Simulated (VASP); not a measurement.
A run of VASP 6.6.1 is set up as follows.

File INCAR:

```
PREC = Accurate
ENCUT = 520
EDIFF = 1E-6
ISMEAR = -1
SIGMA = 0.02
LREAL = False
LASPH = True
NELM = 150
ALGO = Normal
ISIF = 2
LWAVE = False
LCHARG = True
MAGMOM = 0 0 0 0 0 0 0 0 0 0 0 0
LORBIT = 11
LSORBIT = True
GGA_COMPAT = False
LORBMOM = True
GGA = PE
LVHAR = True
NBANDS = 54
```

File KPOINTS:

```
Automatic mesh
0
Gamma
  6 6 4
```

File POSCAR:

```
PbSe
1.0
    5.1741302563      0.0000000000      0.0000000000
   -2.5870651281      4.4809282444      0.0000000000
    0.0000000000      0.0000000000      6.2132838678
Pb Se
2 2
Direct
    0.3333333333      0.6666666667      0.2500000000
    0.6666666667      0.3333333333      0.7500000000
    0.6666666667      0.3333333333      0.2500000000
    0.3333333333      0.6666666667      0.7500000000
```

Potentials or basis: VASP PAW PBE potentials, release 64 (Pb_d, Se).

Launch:

```bash
$ cat potpaw_PBE.64/Pb_d/POTCAR potpaw_PBE.64/Se/POTCAR > POTCAR
$ mpirun -np 1 vasp_ncl > vasp.out
```

Question: Predict the pressure.

Answer: 0.7 GPa.

Question: Predict the net moment.

Answer: 0.00 μB per cell.

Stress tensor (GPa, compression positive):
```
0.63 0.00 0.00
0.00 0.63 0.00
0.00 0.00 0.87
```
